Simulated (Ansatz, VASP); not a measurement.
SnO: VASP beside Ansatz

```
Sn O
1.0
     3.53144    0.00000    0.00000
     0.00000    5.68138    0.00000
     0.00000    0.00000    3.88468
Sn O
2 2
Cartesian
  0.0000 1.3323 2.0472
  1.7657 4.3490 0.1049
  0.0000 5.0201 2.8086
  1.7657 0.6613 0.8663
```

Change from the starting cell: volume 19.485 Å^3 an atom, stretch along a over the lengths across it, relative to the relaxed cell 1.0625.

Alike in both runs: task single point; functional PBE; dispersion D3(BJ); k mesh 10 × 6 × 8; occupations gaussian, width 0.05 eV; no spin polarisation.

```csv
,VASP,Ansatz
version,VASP 6.6.1,Ansatz 0.2.0
potentials or method,"VASP PAW PBE potentials, release 64 (Sn_d, O), cutoff 520 eV","scalar-relativistic, plane waves, PAW"
valence electrons in the cell,40,40
```

VASP gave:

| Quantity | Value |
| --- | --- |
| gap on the k mesh at the Fermi level (eV) | 1.32 |
| least direct gap on the mesh (eV) | 2.13 |
| pressure (GPa) | -3.1 |
| traceless stress, the component that is largest in VASP (GPa) | -3.03 |
| rms of the force components (eV/Å) | 0.179 |

Q: What did Ansatz give for the same quantities?

A: gap on the k mesh at the Fermi level (eV): 1.33; least direct gap on the mesh (eV): 2.14; pressure (GPa): -3.3; traceless stress, the component that is largest in VASP (GPa): -3.05; rms of the force components (eV/Å): 0.206.

Atom by atom the forces differ by 0.033 eV/Å (rms over components).
